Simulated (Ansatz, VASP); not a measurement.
InSb: VASP beside Ansatz

```
CELL_PARAMETERS angstrom
0.00000 2.81486 3.37670
2.81486 0.00000 3.37670
2.81486 2.81486 0.00000
ATOMIC_POSITIONS crystal
In 0.00000 0.00000 0.00000
Sb 0.50000 0.50000 0.50000
```

Alike in both runs: task single point; functional PBE; k mesh 14 × 14 × 14; occupations gaussian, width 0.15 eV; no spin polarisation.

|  | VASP | Ansatz |
| --- | --- | --- |
| version | VASP 6.6.1 | Ansatz 0.2.0 |
| potentials or method | VASP PAW PBE potentials, release 64 (In_d, Sb), cutoff 520 eV | scalar-relativistic, plane waves, PAW |
| valence electrons in the cell | 18 | 28 |

```tsv
	VASP	Ansatz	Ansatz less VASP
gap on the k mesh at the Fermi level (eV)	none	none	-
pressure (GPa)	8.9	8.9	+0.02
traceless stress, the component that is largest in VASP (GPa)	-11.56	-11.56	-0.001
```

A gap of «none» marks a metal or a gap that the smearing closes. VASP's potentials hold 18 valence electrons a cell and Ansatz's 28, so a difference there can come from the potentials and not from the codes.

Spin-orbit coupling is off throughout.
